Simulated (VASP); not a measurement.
Runs of VASP 6.6.1 on PtF2. The structure is that of space group P4/mmm (No. 123), or close to it. The cells are those of the table. 

```csv
task,spin,cell,k mesh,cutoff (eV),gap on the mesh (eV),pressure (GPa),moment (μB),relaxed volume (Å³/atom)
single point,collinear,"a = 3.283, b = 3.283, c = 4.099 Å, 3 atoms",6 × 6 × 4,520,none,0.1,0.00,-
single point,off,"a = 2.833, b = 2.833, c = 4.007 Å, 3 atoms",6 × 6 × 4,520,none,75.9,-,-
single point,off,"a = 3.296, b = 3.296, c = 4.089 Å, 3 atoms",14 × 14 × 12,520,none,-0.1,-,-
relaxation of cell and atoms,off,"relaxed from a = 2.833, b = 2.833, c = 4.007 Å, 3 atoms",6 × 6 × 4,600,none,-0.1,-,14.60
single point,off,"a = 3.283, b = 3.283, c = 4.099 Å, 3 atoms",6 × 6 × 4,520,none,0.1,-,-
relaxation of cell and atoms,off,"relaxed from a = 3.283, b = 3.283, c = 4.099 Å, 3 atoms",14 × 14 × 12,600,none,0.0,-,(a)
single point,collinear,"a = 2.833, b = 2.833, c = 4.007 Å, 3 atoms",6 × 6 × 4,520,none,75.9,0.00,-
```

Alike in all rows: level PBE; potentials or basis VASP PAW PBE potentials, release 64 (Pt, F); smearing gaussian 0.1 eV.

Estimate the missing entries.

(a) 14.77.

Caveats: some runs use coarse meshes; spin-orbit coupling is left out, which moves the levels of the heavy elements; the volume moved by over 15 % at a fixed basis, so the end points are rough (at least some runs).

A k mesh can miss the band edges, and the runs leave out spin-orbit coupling on Pt.

A gap of «none» marks levels without a gap at the run's occupations.
